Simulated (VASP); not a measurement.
Here is a VASP 6.6.1 calculation.

File INCAR:

```
SYSTEM = SiC
PREC = Accurate ; ENCUT = 600
EDIFF = 1E-6 ; ISMEAR = 0
SIGMA = 0.01 ; LREAL = .False.
LASPH = .True. ; NELM = 100
ALGO = Normal ; ISIF = 3
LWAVE = .False. ; LCHARG = .False.
GGA = PS ; IBRION = 2
NSW = 100 ; EDIFFG = -0.002
PSTRESS = 20.0
```

File KPOINTS:

```
regular mesh
0
Gamma
  10 10 10
  0 0 0
```

POSCAR

```
SiC
1.0
    2.1784146558      2.1784146558      0.0000000000
   -2.1784146558      2.1784146558      0.0000000000
    0.0000000000      2.1784146558      2.1784146558
Si C
1 1
Direct
    0.0000000000      0.0000000000      0.0000000000
    0.7500000000      0.2500000000      0.5000000000
```

Potentials or basis: VASP PAW PBE potentials, release 64 (Si, C).

Run with:

```console
$ cat potpaw_PBE.64/Si/POTCAR potpaw_PBE.64/C/POTCAR > POTCAR
$ mpirun -np 1 vasp_std > vasp.out
```

(1) What does it give for the band gap on the k mesh?

(2) Estimate the relaxed cell.

## Answers

(1) 1.23 eV, indirect (least direct gap 4.45 eV).

(2) a = 3.073 Å, b = 3.073 Å, c = 3.073 Å, α = 60.00°, β = 60.00°, γ = 90.00°.

Caveat: the cell is relaxed towards a set pressure, so the enthalpy falls and the energy may rise.
